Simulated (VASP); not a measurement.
Input of a VASP 6.6.1 run:

File INCAR:

```
  PREC = Accurate
  ENCUT = 520
  EDIFF = 1E-6
  ISMEAR = -1
  SIGMA = 0.1
  LREAL = F
  LASPH = T
  NELM = 80
  ALGO = Normal
  ISIF = 2
  LWAVE = F
  LCHARG = F
  GGA = RE
  NBANDS = 12
```

File KPOINTS:

```
Automatic mesh
0
Gamma
  13 13 13
```

File POSCAR:

```
Ti
1.0
    2.7378782982      0.0000000000      0.0000000000
    0.0000000000      2.7378782982      0.0000000000
    0.0000000000      0.0000000000      2.7378782982
Ti
1
Direct
    0.0000000000      0.0000000000      0.0000000000
```

Potentials or basis: VASP PAW PBE potentials, release 64 (Ti_sv).

Run with:

```bash
$ cat potpaw_PBE.64/Ti_sv/POTCAR > POTCAR
$ mpirun -np 1 vasp_std > vasp.out
```

Problem. What does it give for the band gap on the k mesh?

Solution. Zero (band 6 reaches 7.11 eV, above the bottom of band 7 at 5.49 eV).

Problem. What does it give for the pressure?

Solution. -5.2 GPa.

Caveat: the PAW data sets were made with another functional, which shifts forces and pressure a little.
